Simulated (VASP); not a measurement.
# BN (Pm) in VASP: a series of runs

The runs below take BN through single point, with PBEsol.

All numbers are computed with VASP 6.6.1; they aren't measurements. Logs are shortened: lines on timing, memory, paths and dates and some standing lists are left out, and cuts for length are marked.

## (1) The cell of the first run

It takes space group Pm (No. 6, monoclinic). Conventional cell: a = 2.504 Å, b = 7.019 Å, c = 2.504 Å, α = 90.00°, β = 120.00°, γ = 90.00°. B (site symmetry m) has 3 N at 1.42 to 1.48 Å within 1.9 Å. B (site symmetry m) has 3 N at 1.41 to 1.47 Å within 1.9 Å. Within 1.9 Å of N (site symmetry m) lie 3 B at 1.41 to 1.47 Å. N (site symmetry m) has 3 B at 1.42 to 1.48 Å within 1.9 Å.

## (2) Single point, PBEsol (all B atoms moved +0.037 Å, as atom 1 along Cartesian [1 1 0])

Contents of INCAR:

```
PREC = Accurate
ENCUT = 520
EDIFF = 1E-6
ISMEAR = 0
SIGMA = 0.05
LREAL = F
LASPH = T
NELM = 100
ALGO = Normal
ISIF = 2
LWAVE = F
LCHARG = F
GGA = PS
NBANDS = 16
```

Contents of KPOINTS:

```
Automatic mesh
0
Gamma
  12 12 4
```

Contents of POSCAR:

```
BN
1.0
    2.5043488457      0.0000000000      0.0000000000
   -1.2521744229      2.1688297203      0.0000000000
    0.0000000000      0.0000000000      7.0190956742
B N
2 2
Direct
    0.3500346069      0.6788928475      0.2500000000
    0.6833679402      0.3455595141      0.7500000000
    0.3333333333      0.6666666667      0.7500000000
    0.6666666667      0.3333333333      0.2500000000
```

Potentials or basis: VASP PAW PBE potentials, release 64 (B, N).

The run is started by

```bash
cat potpaw_PBE.64/B/POTCAR potpaw_PBE.64/N/POTCAR > POTCAR
mpirun -np 1 vasp_std > vasp.out
```

OUTCAR:

```text
PREC = Accurate
   ENCUT = 520
   EDIFF = 1E-6
   ISMEAR = 0
   LREAL = F
   LASPH = T
   NELM = 100
   ISIF = 2
   GGA = PS

 ion  position               nearest neighbor table
   1  0.350  0.679  0.250-   4 1.42   4 1.44   4 1.48
   2  0.683  0.346  0.750-   3 1.41   3 1.46   3 1.47
   3  0.333  0.667  0.750-   2 1.41   2 1.46   2 1.47
   4  0.667  0.333  0.250-   1 1.42   1 1.44   1 1.48

  LATTYP: Found a hexagonal cell.
 ALAT       =     2.5043488457
 C/A-ratio  =     2.8027627566

  Lattice vectors:

 A1 = (   2.5043488457,   0.0000000000,   0.0000000000)
 A2 = (  -1.2521744229,   2.1688297203,   0.0000000000)
 A3 = (   0.0000000000,   0.0000000000,   7.0190956742)

Analysis of symmetry for initial positions (statically):
=====================================================================
 Subroutine PRICEL returns:
 Original cell was already a primitive cell.

 Routine SETGRP: Setting up the symmetry group for a
 hexagonal supercell.

 Subroutine GETGRP returns: Found  2 space group operations
 (whereof  1 operations were pure point group operations)
 out of a pool of 24 trial point group operations.

The static configuration has the point symmetry C_1 .
 The point group associated with its full space group is C_1h.

Analysis of symmetry for dynamics (positions and initial velocities):
=====================================================================
 Subroutine PRICEL returns:
 Original cell was already a primitive cell.

 Routine SETGRP: Setting up the symmetry group for a
 hexagonal supercell.

 Subroutine GETGRP returns: Found  2 space group operations
 (whereof  1 operations were pure point group operations)
 out of a pool of 24 trial point group operations.

The dynamic configuration has the point symmetry C_1 .
 The point group associated with its full space group is C_1h.

 Subroutine INISYM returns: Found  2 space group operations
 (whereof  1 operations are pure point group operations),
 and found     1 'primitive' translations

----------------------------------------------------------------------------------------

                                     Primitive cell

  volume of cell :      38.1243

  direct lattice vectors                    reciprocal lattice vectors
     2.504348846  0.000000000  0.000000000     0.399305393  0.230539076  0.000000000
    -1.252174423  2.168829720  0.000000000     0.000000000  0.461078152  0.000000000
     0.000000000  0.000000000  7.019095674     0.000000000  0.000000000  0.142468495

[... 90 lines left out ...]
   NSW    =      0    number of steps for IOM
   IBRION =     -1    ionic relax: 0-MD 1-quasi-New 2-CG
   NFREE  =      0    steps in history (QN), initial steepest desc. (CG)
   ISIF   =      2    stress and relaxation
   ISYM   =      2    0-nonsym 1-usesym 2-fastsym
   POTIM  = 0.5000    time-step for ionic-motion
   TEBEG  =    0.0;   TEEND  =   0.0 temperature during run
   PSTRESS=    0.0 pullay stress
   NELECT =      16.0000    total number of electrons
   NUPDOWN=      -1.0000    fix difference up-down
   EMIN   =  10.00;   EMAX   =-10.00  energy-range for DOS
   EFERMI =   0.00;   METHOD = LEGACY
   ISMEAR =     0;   SIGMA  =   0.05  broadening in eV -4-tet -1-fermi 0-gaus
   EFERMI_NEDOS =   21; number of points for ismear=-14 and -15
   IALGO  =     38    algorithm
   IMIX   =      4    mixing-type and parameters
     AMIX     =   0.40;   BMIX     =  1.00
     AMIX_MAG =   1.60;   BMIX_MAG =  1.00
  volume/ion in A,a.u.               =       9.53        64.32
  Fermi-wavevector in a.u.,A,eV,Ry     =   1.225691  2.316220 20.440284  1.502319
  Thomas-Fermi vector in A             =   2.360720
   LORBIT       =      0    0 simple, 1 ext, 2 COOP (PROOUT), +10 PAW based schemes
   GGA     = PS    functional components
   LHFCALC =     F    Hartree Fock is set to
   AEXX    =    0.0000 exact exchange contribution
   IVDW    =     0    specifies the selected vdW correction
   LEPSILON=     F    determine dielectric tensor
   LRPA    =     F    only Hartree local field effects (RPA)
 non-spin polarized calculation
 Gauss-broadening in eV      SIGMA  =   0.05
  energy-cutoff  :      520.00
  volume of cell :       38.12
 maximum number of plane-waves:      1058
   NGX =  9   NGY =  9   NGZ = 27

 number of electron      15.9999998 magnetization

 Free energy of the ion-electron system (eV)
  ---------------------------------------------------
  ext. energy  EPLUGINS =         0.00000000
  ---------------------------------------------------
  free energy    TOTEN  =       -36.51232975 eV

  energy without entropy =      -36.51232975  energy(sigma->0) =      -36.51232975

 E-fermi :   2.0181     XC(G=0):  -9.9257

 val. band max:        1.7463567592   @ k =   0.3333   0.3333   0.5000
 cond. band min:       5.9637077034   @ k =   0.5000  -0.0000   0.0000
 fundamental gap:      4.2173509442
 Fermi energy:         2.0180733472

 k-point     1 :       0.0000    0.0000    0.0000
  band No.  band energies     occupation
      1     -15.9545      2.00000
      2     -15.7581      2.00000
      3      -4.3076      2.00000
      4      -2.6570      2.00000
      5       0.0255      2.00000
      6       0.0302      2.00000
[... 433 lines left out ...]
      3      -3.0271      2.00000
      4      -2.7555      2.00000
      5      -2.3409      2.00000
      6      -1.4960      2.00000
[... 8 lines left out ...]
     15      16.0574      0.00000
     16      16.1854      0.00000

 [... further k-points ...]

------------------------ aborting loop because EDIFF is reached ----------------------------------------

  FORCE on cell =-STRESS in cart. coord.  units (eV):
  Direction    XX          YY          ZZ          XY          YZ          ZX
  --------------------------------------------------------------------------------------
  -------------------------------------------------------------------------------------
  Total        0.2958327      0.2951459     -0.0267829      0.0479307      0.0000000      0.0000000
  in kB       12.4324091     12.4035482     -1.1255545      2.0142961      0.0000000      0.0000000
  external PRESSURE =       7.9034676 kB  Pullay stress =       0.0000000 kB

 VOLUME and BASIS-vectors are now :
 -----------------------------------------------------------------------------
  energy-cutoff  :      520.00
  volume of cell :       38.12
      direct lattice vectors                 reciprocal lattice vectors
     2.504348846  0.000000000  0.000000000     0.399305393  0.230539076  0.000000000
    -1.252174423  2.168829720  0.000000000     0.000000000  0.461078152  0.000000000
     0.000000000  0.000000000  7.019095674     0.000000000  0.000000000  0.142468495

 POSITION                                       TOTAL-FORCE (eV/Angst)
 -----------------------------------------------------------------------------------
      0.02652      1.47240      1.75477        -1.012723     -1.103738      0.000000
      1.27869      0.74946      5.26432        -1.194967     -1.103922      0.000000
     -0.00000      1.44589      5.26432         1.195129      1.103919      0.000000
      1.25217      0.72294      1.75477         1.012561      1.103740      0.000000
 -----------------------------------------------------------------------------------
    total drift:                                0.000307      0.000300     -0.000000

  FREE ENERGIE OF THE ION-ELECTRON SYSTEM (eV)
  ---------------------------------------------------
  free  energy   TOTEN  =       -36.5123297453 eV

  energy  without entropy=      -36.5123297453  energy(sigma->0) =      -36.51232975
```

OSZICAR:

```text
N       E                     dE             d eps       ncg     rms          rms(c)
DAV:   1     0.491591438677E+02    0.49159E+02   -0.78968E+03  7136   0.916E+02
DAV:   2    -0.366074113065E+02   -0.85767E+02   -0.77984E+02  9920   0.218E+02
DAV:   3    -0.400058377012E+02   -0.33984E+01   -0.33845E+01  9120   0.438E+01
DAV:   4    -0.400296692960E+02   -0.23832E-01   -0.23826E-01  9040   0.407E+00
DAV:   5    -0.400299118784E+02   -0.24258E-03   -0.24258E-03  9072   0.392E-01    0.111E+01
DAV:   6    -0.369066690481E+02    0.31232E+01   -0.50021E+00  9312   0.169E+01    0.505E+00
DAV:   7    -0.366031821623E+02    0.30349E+00   -0.53240E-01  9712   0.525E+00    0.311E+00
DAV:   8    -0.365155443496E+02    0.87638E-01   -0.23045E-01  9472   0.319E+00    0.465E-01
DAV:   9    -0.365113217301E+02    0.42226E-02   -0.14797E-02  7864   0.967E-01    0.183E-01
DAV:  10    -0.365121953301E+02   -0.87360E-03   -0.11567E-03  8496   0.258E-01    0.323E-02
DAV:  11    -0.365123061905E+02   -0.11086E-03   -0.70090E-05  8784   0.631E-02    0.220E-02
DAV:  12    -0.365123295035E+02   -0.23313E-04   -0.33449E-05  7920   0.364E-02    0.301E-03
DAV:  13    -0.365123297453E+02   -0.24176E-06   -0.69807E-07  7880   0.752E-03
   1 F= -.36512330E+02 E0= -.36512330E+02  d E =-.277996E-16
```

Run time: 1.9 min. Hardware: 1 thread of Intel Xeon 6975P-C, shared host; peak memory 0.23 GiB.

What came out:

```yaml
Free_energy: -36.5123 eV
Pressure: 0.8 GPa
Largest_force: 1.627 eV/Å
Band_gap_on_the_k_mesh: 4.22 eV, indirect (least direct gap 4.62 eV)
```

Forces on the atoms (eV/Å):
```
B   -1.013 -1.104  0.000
B   -1.195 -1.104  0.000
N    1.195  1.104  0.000
N    1.013  1.104  0.000
```

Stress tensor (GPa, compression positive):
```
 1.24  0.20  0.00
 0.20  1.24  0.00
 0.00  0.00 -0.11
```

Levels at points of the mesh, in eV from the valence-band top:
| k point | band 4 | band 5 | band 6 | band 7 | band 8 | band 9 | band 10 | band 11 | band 12 | band 13 |
| --- | --- | --- | --- | --- | --- | --- | --- | --- | --- | --- |
| (0.00, 0.00, 0.00) | -4.40 | -1.72 | -1.72 | -0.86 | -0.85 | 4.77 | 9.52 | 10.96 | 10.99 | 11.80 |
| (0.50, 0.00, 0.00) | -8.80 | -4.32 | -3.89 | -1.33 | -0.53 | 4.22 | 5.45 | 9.41 | 9.94 | 12.28 |
| (0.00, 0.50, 0.00) | -8.82 | -4.25 | -3.93 | -1.32 | -0.54 | 4.24 | 5.42 | 9.40 | 9.90 | 12.28 |
| (0.50, 0.50, 0.00) | -8.85 | -4.14 | -4.02 | -1.31 | -0.55 | 4.27 | 5.39 | 9.38 | 9.87 | 12.29 |
| (0.00, 0.00, 0.50) | -5.31 | -1.72 | -1.72 | -0.86 | -0.85 | 6.87 | 6.87 | 10.98 | 10.99 | 12.11 |
| (0.50, 0.00, 0.50) | -8.81 | -4.32 | -3.89 | -1.05 | -0.78 | 4.42 | 4.95 | 9.76 | 9.88 | 13.06 |
| (0.00, 0.50, 0.50) | -8.83 | -4.25 | -3.93 | -1.02 | -0.82 | 4.49 | 4.88 | 9.75 | 9.83 | 13.08 |
| (0.50, 0.50, 0.50) | -8.87 | -4.14 | -4.02 | -0.96 | -0.88 | 4.61 | 4.75 | 9.75 | 9.78 | 13.10 |

Caveat: the cell differs from its parent crystal (all B atoms moved +0.037 Å, as atom 1 along Cartesian [1 1 0]); the PAW data sets were made with another functional, which shifts forces and pressure a little; this functional lacks dispersion, which binds the layers, so the pressure and a relaxed spacing across them are unreliable. A k mesh can miss the band edges.

(Part 1 of 2 ends here.)
